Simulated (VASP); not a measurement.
# LiCl (Cc) in VASP: single point with PBE

Aim: the single point of LiCl with PBE.

Everything below comes from runs of VASP 6.6.1. Logs are shortened: lines on timing, memory, paths and dates and some standing lists are left out, and cuts for length are marked.

## (1) The cell of the first run

Symmetry: Cc, No. 9, monoclinic system. Conventional cell: a = 3.932 Å, b = 6.750 Å, c = 6.218 Å, α = 90.00°, β = 92.67°, γ = 90.00°. Within 2.7 Å of Li (site symmetry 1) lie 4 Cl at 1.99 to 2.60 Å. Within 2.7 Å of Cl (site symmetry 1) lie 4 Li at 1.99 to 2.60 Å.

## (2) Single point, PBE (strained and its atoms moved)

Contents of INCAR:

```
PREC     = Accurate       # precision mode
ENCUT    = 520            # plane-wave cutoff, eV
EDIFF    = 1E-6           # SCF threshold, eV
ISMEAR   = 0              # smearing method
SIGMA    = 0.02           # smearing width, eV
LREAL    = F              # projectors in reciprocal space
LASPH    = T              # aspherical terms in the spheres
NELM     = 60             # most SCF steps
ALGO     = Normal         # electronic algorithm
ISIF     = 2              # what is computed and relaxed
LWAVE    = F              # write WAVECAR
LCHARG   = F              # write CHGCAR
GGA      = PE             # functional
NBANDS   = 18             # bands
```

Contents of KPOINTS:

```
regular mesh
0
Gamma
  9 9 4
```

Contents of POSCAR:

```
LiCl
1.0
    3.9055717878      0.0143650689      0.0453323895
   -1.9403453794      3.3895198219      0.0453147592
    0.0734252096      0.1271432200      6.2158413110
Li Cl
2 2
Direct
    0.6731115660      0.2653021487      0.8956394748
    0.2653021487      0.6731115660      0.3956394748
    0.6939157776      0.3676705077      0.4793615252
    0.3676705077      0.6939157776      0.9793615252
```

Potentials or basis: VASP PAW PBE potentials, release 64 (Li_sv, Cl).

Command:

```bash
cat potpaw_PBE.64/Li_sv/POTCAR potpaw_PBE.64/Cl/POTCAR > POTCAR
mpirun -np 1 vasp_std > vasp.out
```

OUTCAR:

```text
PREC = Accurate
   ENCUT = 520
   EDIFF = 1E-6
   ISMEAR = 0
   LREAL = F
   LASPH = T
   NELM = 60
   ISIF = 2
   GGA = PE

 ion  position               nearest neighbor table
   1  0.673  0.265  0.896-   4 1.99   4 2.46   4 2.55   3 2.60
   2  0.265  0.673  0.396-   3 1.99   3 2.46   3 2.55   4 2.60
   3  0.694  0.368  0.479-   2 1.99   2 2.46   2 2.55   1 2.60
   4  0.368  0.694  0.979-   1 1.99   1 2.46   1 2.55   2 2.60

  LATTYP: Found a base centered monoclinic cell.
 ALAT       =     3.9315091367
 B/A-ratio  =     1.7169717574
 C/A-ratio  =     1.5814728805
 COS(beta)  =    -0.0466578789

  Lattice vectors:

 A1 = (  -3.9055717878,  -0.0143650689,  -0.0453323895)
 A2 = (   1.9403453794,  -3.3895198219,  -0.0453147592)
 A3 = (   0.0734252096,   0.1271432200,   6.2158413110)

Analysis of symmetry for initial positions (statically):
=====================================================================
 Subroutine PRICEL returns:
 Original cell was already a primitive cell.

 Routine SETGRP: Setting up the symmetry group for a
 base centered monoclinic supercell.

 Subroutine GETGRP returns: Found  2 space group operations
 (whereof  1 operations were pure point group operations)
 out of a pool of  4 trial point group operations.

The static configuration has the point symmetry C_1 .
 The point group associated with its full space group is C_1h.

Analysis of symmetry for dynamics (positions and initial velocities):
=====================================================================
 Subroutine PRICEL returns:
 Original cell was already a primitive cell.

 Routine SETGRP: Setting up the symmetry group for a
 base centered monoclinic supercell.

 Subroutine GETGRP returns: Found  2 space group operations
 (whereof  1 operations were pure point group operations)
 out of a pool of  4 trial point group operations.

The dynamic configuration has the point symmetry C_1 .
 The point group associated with its full space group is C_1h.

 Subroutine INISYM returns: Found  2 space group operations
 (whereof  1 operations are pure point group operations),
 and found     1 'primitive' translations

----------------------------------------------------------------------------------------

                                     Primitive cell

  volume of cell :      82.4137

  direct lattice vectors                    reciprocal lattice vectors
     3.905571788  0.014365069  0.045332390     0.255575831  0.146385889 -0.006013294
    -1.940345379  3.389519822  0.045314759    -0.001013512  0.294527232 -0.006012496
     0.073425210  0.127143220  6.215841311    -0.001856536 -0.003214762  0.160966956

  length of vectors
     3.905861284  3.905872277  6.217575079     0.294591231  0.294590339  0.161009758

  position of ions in fractional coordinates (direct lattice)
     0.673111566  0.265302149  0.895639475
     0.265302149  0.673111566  0.395639475
     0.693915778  0.367670508  0.479361525
     0.367670508  0.693915778  0.979361525

  ion indices of the primitive-cell ions
   primitive index   ion index
                 1           1
                 2           2
                 3           3
                 4           4

----------------------------------------------------------------------------------------

 KPOINTS: regular mesh

Automatic generation of k-mesh.
 Grid dimensions read from file:
 generate k-points for:    9    9    4

 Generating k-lattice:

  Cartesian coordinates                     Fractional coordinates (reciprocal lattice)
     0.028397315  0.016265099 -0.000668144     0.111111111  0.000000000  0.000000000
    -0.000112612  0.032725248 -0.000668055    -0.000000000  0.111111111  0.000000000
    -0.000464134 -0.000803691  0.040241739     0.000000000 -0.000000000  0.250000000

  Length of vectors
     0.032732359  0.032732260  0.040252440

  Shift w.r.t. Gamma in fractional coordinates (k-lattice)
     0.000000000  0.000000000  0.000000000

 Subroutine IBZKPT returns following result:
 ===========================================

 Found     95 irreducible k-points:

 Following reciprocal coordinates:
            Coordinates               Weight
  0.000000  0.000000  0.000000      1.000000
  0.111111 -0.000000 -0.000000      4.000000
  0.222222  0.000000  0.000000      4.000000
  0.333333  0.000000 -0.000000      4.000000
  0.444444  0.000000  0.000000      4.000000
  0.111111  0.111111  0.000000      2.000000
[... 16 lines left out ...]
 -0.333333  0.333333 -0.000000      2.000000
  0.444444  0.444444 -0.000000      2.000000
 [... further k-points ...]
   k-points           NKPTS =     95   k-points in BZ     NKDIM =     95   number of bands    NBANDS=     18
   number of dos      NEDOS =    301   number of ions     NIONS =      4
   total plane-waves  NPLWV =  43200
   dimension x,y,z NGX =    30 NGY =   30 NGZ =   48
   dimension x,y,z NGXF=    60 NGYF=   60 NGZF=   96
   ions per type =               2   2
   NGX,Y,Z   is equivalent  to a cutoff of  12.77, 12.77, 12.83 a.u.
   NGXF,Y,Z  is equivalent  to a cutoff of  25.54, 25.54, 25.67 a.u.
 SYSTEM =  unknown system
   PREC   = accura    normal or accurate (medium, high low for compatibility)
   ISTART =      0    job   : 0-new  1-cont  2-samecut
   ICHARG =      2    charge: 1-file 2-atom 10-const
   ISPIN  =      1    spin polarized calculation?
   LNONCOLLINEAR =      F non collinear calculations
   LSORBIT =      F    spin-orbit coupling
   LASPH  =      T    aspherical Exc in radial PAW
   ENCUT  =  520.0 eV  38.22 Ry    6.18 a.u.   7.26  7.26 11.56*2*pi/ulx,y,z
   NELM   =     60;   NELMIN=  2; NELMDL= -5     # of ELM steps
   EDIFF  = 0.1E-05   stopping-criterion for ELM
   LREAL  =      F    real-space projection
   EDIFFG = 0.1E-04   stopping-criterion for IOM
   NSW    =      0    number of steps for IOM
   IBRION =     -1    ionic relax: 0-MD 1-quasi-New 2-CG
   NFREE  =      0    steps in history (QN), initial steepest desc. (CG)
   ISIF   =      2    stress and relaxation
   ISYM   =      2    0-nonsym 1-usesym 2-fastsym
   POTIM  = 0.5000    time-step for ionic-motion
   TEBEG  =    0.0;   TEEND  =   0.0 temperature during run
   PSTRESS=    0.0 pullay stress
   NELECT =      20.0000    total number of electrons
   NUPDOWN=      -1.0000    fix difference up-down
   EMIN   =  10.00;   EMAX   =-10.00  energy-range for DOS
   EFERMI =   0.00;   METHOD = LEGACY
   ISMEAR =     0;   SIGMA  =   0.02  broadening in eV -4-tet -1-fermi 0-gaus
   EFERMI_NEDOS =   21; number of points for ismear=-14 and -15
   IALGO  =     38    algorithm
   IMIX   =      4    mixing-type and parameters
     AMIX     =   0.40;   BMIX     =  1.00
     AMIX_MAG =   1.60;   BMIX_MAG =  1.00
  volume/ion in A,a.u.               =      20.60       139.04
  Fermi-wavevector in a.u.,A,eV,Ry     =   1.021139  1.929673 14.187141  1.042725
  Thomas-Fermi vector in A             =   2.154748
   LORBIT       =      0    0 simple, 1 ext, 2 COOP (PROOUT), +10 PAW based schemes
   GGA     = PE    functional components
   LHFCALC =     F    Hartree Fock is set to
   AEXX    =    0.0000 exact exchange contribution
   IVDW    =     0    specifies the selected vdW correction
   LEPSILON=     F    determine dielectric tensor
   LRPA    =     F    only Hartree local field effects (RPA)
 non-spin polarized calculation
 Gauss-broadening in eV      SIGMA  =   0.02
  energy-cutoff  :      520.00
  volume of cell :       82.41
 maximum number of plane-waves:      2241
 NGX is ok and might be reduce to    30
   NGX = 15   NGY = 15   NGZ = 23

 number of electron      20.0000001 magnetization

 Free energy of the ion-electron system (eV)
  ---------------------------------------------------
  ext. energy  EPLUGINS =         0.00000000
  ---------------------------------------------------
  free energy    TOTEN  =       -14.28377561 eV

  energy without entropy =      -14.28377561  energy(sigma->0) =      -14.28377561

 E-fermi :  -0.8225     XC(G=0):  -7.6632

 val. band max:       -0.9808810765   @ k =   0.0000   0.0000   0.0000
 cond. band min:       4.7538651364   @ k =   0.0000   0.0000   0.0000
 fundamental gap:      5.7347462129
 Fermi energy:        -0.8224664388

 k-point     1 :       0.0000    0.0000    0.0000
  band No.  band energies     occupation
      1     -44.0689      2.00000
      2     -44.0672      2.00000
      3     -13.9337      2.00000
      4     -13.5963      2.00000
      5      -3.2103      2.00000
      6      -1.9302      2.00000
[... 10 lines left out ...]
     17       9.8909      0.00000
     18      10.4577      0.00000

 k-point     2 :       0.1111   -0.0000   -0.0000
  band No.  band energies     occupation
      1     -44.0687      2.00000
      2     -44.0672      2.00000
      3     -13.9109      2.00000
      4     -13.5902      2.00000
      5      -3.1427      2.00000
      6      -2.0381      2.00000
[... 10 lines left out ...]
     17       9.9752      0.00000
     18      10.5878      0.00000

 k-point     3 :       0.2222    0.0000    0.0000
  band No.  band energies     occupation
      1     -44.0682      2.00000
      2     -44.0669      2.00000
      3     -13.8497      2.00000
      4     -13.5771      2.00000
      5      -2.9576      2.00000
      6      -2.3428      2.00000
[... 10 lines left out ...]
     17      10.0937      0.00000
     18      10.9260      0.00000

 k-point     4 :       0.3333    0.0000   -0.0000
  band No.  band energies     occupation
      1     -44.0676      2.00000
      2     -44.0668      2.00000
      3     -13.7713      2.00000
      4     -13.5691      2.00000
      5      -2.8341      2.00000
      6      -2.5679      2.00000
[... 375 lines left out ...]
      4     -13.5556      2.00000
      5      -2.8752      2.00000
      6      -2.5170      2.00000
[... 10 lines left out ...]
     17      10.1616      0.00000
     18      11.7405      0.00000

 k-point    23 :      -0.3333    0.3333   -0.0000
  band No.  band energies     occupation
      1     -44.0680      2.00000
      2     -44.0666      2.00000
      3     -13.7364      2.00000
      4     -13.5517      2.00000
      5      -2.7588      2.00000
      6      -2.5338      2.00000
[... 10 lines left out ...]
     17      10.1766      0.00000
     18      11.4137      0.00000

 k-point    24 :       0.4444    0.4444   -0.0000
  band No.  band energies     occupation
      1     -44.0677      2.00000
      2     -44.0664      2.00000
      3     -13.6325      2.00000
      4     -13.5701      2.00000
      5      -3.0077      2.00000
      6      -2.4778      2.00000
[... 10 lines left out ...]
     17      10.3376      0.00000
     18      12.0384      0.00000

 [... further k-points ...]

------------------------ aborting loop because EDIFF is reached ----------------------------------------

  FORCE on cell =-STRESS in cart. coord.  units (eV):
  Direction    XX          YY          ZZ          XY          YZ          ZX
  --------------------------------------------------------------------------------------
  -------------------------------------------------------------------------------------
  Total        1.8249588      3.6754801     -0.1308173      1.6025711     -1.3971811     -0.8066573
  in kB       35.4784067     71.4537649     -2.5431741     31.1550426    -27.1621255    -15.6819518
  external PRESSURE =      34.7963325 kB  Pullay stress =       0.0000000 kB

 VOLUME and BASIS-vectors are now :
 -----------------------------------------------------------------------------
  energy-cutoff  :      520.00
  volume of cell :       82.41
      direct lattice vectors                 reciprocal lattice vectors
     3.905571788  0.014365069  0.045332390     0.255575831  0.146385889 -0.006013294
    -1.940345379  3.389519822  0.045314759    -0.001013512  0.294527232 -0.006012496
     0.073425210  0.127143220  6.215841311    -0.001856536 -0.003214762  0.160966956

 POSITION                                       TOTAL-FORCE (eV/Angst)
 -----------------------------------------------------------------------------------
      2.17987      1.02279      5.60969        -0.005556      1.891182     -0.538718
     -0.24086      2.33564      2.50176         1.640581      0.940781     -0.538713
      2.03193      1.31714      3.02775        -1.560536     -0.986995      0.538713
      0.16144      2.48184      6.13567        -0.074489     -1.844968      0.538717
 -----------------------------------------------------------------------------------
    total drift:                               -0.001027     -0.001792     -0.000269

  FREE ENERGIE OF THE ION-ELECTRON SYSTEM (eV)
  ---------------------------------------------------
  free  energy   TOTEN  =       -14.2837756140 eV

  energy  without entropy=      -14.2837756140  energy(sigma->0) =      -14.28377561
```

Wall time 71 s (1 thread of Intel Xeon Platinum 8488C (Sapphire Rapids), shared host); peak memory 0.25 GiB.

Results:

```
Free energy            : -14.2838 eV
Largest force          : 1.966 eV/Å
Band gap on the k mesh : 5.73 eV
```

Forces on the atoms (eV/Å):
```
Li  -0.006  1.891 -0.539
Li   1.641  0.941 -0.539
Cl  -1.561 -0.987  0.539
Cl  -0.074 -1.845  0.539
```

Levels at points of the mesh, in eV from the valence-band top:
```
           k point  band 6  band 7  band 8  band 9  band 10  band 11  band 12  band 13  band 14  band 15
(0.00, 0.00, 0.00)   -0.95   -0.76   -0.33   -0.14     0.00     5.73     8.05     9.51     9.83    10.36
(0.00, 0.00, 0.50)   -1.28   -0.81   -0.81   -0.25    -0.25     7.22     7.22     9.51     9.51     9.90
```

Caveat: the cell differs from its parent crystal (strained and its atoms moved); the cutoff is under 1.25 times the usual one of these potentials, so pressure, stress and relaxed cells hold a basis-set (Pulay) error; forces of over 1 eV/Å act on the atoms, so gaps and moduli don't describe the material at rest. A k mesh can miss the band edges.
